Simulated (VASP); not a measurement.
Set up this calculation in VASP 6.6.1, as the native input.

```yaml
Task: single point
Functional: PBEsol
Potentials_or_basis: VASP PAW PBE potentials, release 64 (Hf_pv)
Cutoff: 520 eV
k_mesh: 16 × 16 × 16
Occupations: gaussian, width 0.1 eV
Spin: no spin polarisation
Dipole_correction: no
Further_INCAR_settings: ALGO = Fast; EDIFF = 1e-06; NBANDS = 11
```

The structure of Hf lies in POSCAR:

```
Hf
1.0
    0.0000000000      2.2106538000      2.2106538000
    2.2106538000      0.0000000000      2.2106538000
    2.2106538000      2.2106538000      0.0000000000
Hf
1
Direct
    0.0000000000      0.0000000000      0.0000000000
```

This cell differs from its parent crystal: strained.

The input as run:

INCAR

```
ALGO = Fast ; EDIFF = 1E-6
ENCUT = 520 ; GGA = PS
ISIF = 2 ; ISMEAR = 0
LASPH = True ; LCHARG = True
LELF = True ; LREAL = False
LVHAR = True ; LWAVE = False
NBANDS = 11 ; NELM = 80
PREC = Accurate ; SIGMA = 0.1
```

KPOINTS

```
k-points
0
Gamma
  16 16 16
```

Potentials or basis: VASP PAW PBE potentials, release 64 (Hf_pv).

Command:

```console
$ cat potpaw_PBE.64/Hf_pv/POTCAR > POTCAR
$ mpirun -np 1 vasp_std > vasp.out
```

It gave:

| Item | Value |
| --- | --- |
| Pressure | -0.7 GPa |
| Band gap on the k mesh | zero (band 5 reaches 6.23 eV, above the bottom of band 6 at 4.43 eV) |

Caveat: the cell differs from its parent crystal (strained); the PAW data sets were made with another functional, which shifts forces and pressure a little; spin-orbit coupling is left out, which moves the levels of the heavy elements.

It took 10 s on 1 thread of Intel(R) Xeon(R) 6975P-C (Granite Rapids) (shared host), peak memory 0.16 GiB.
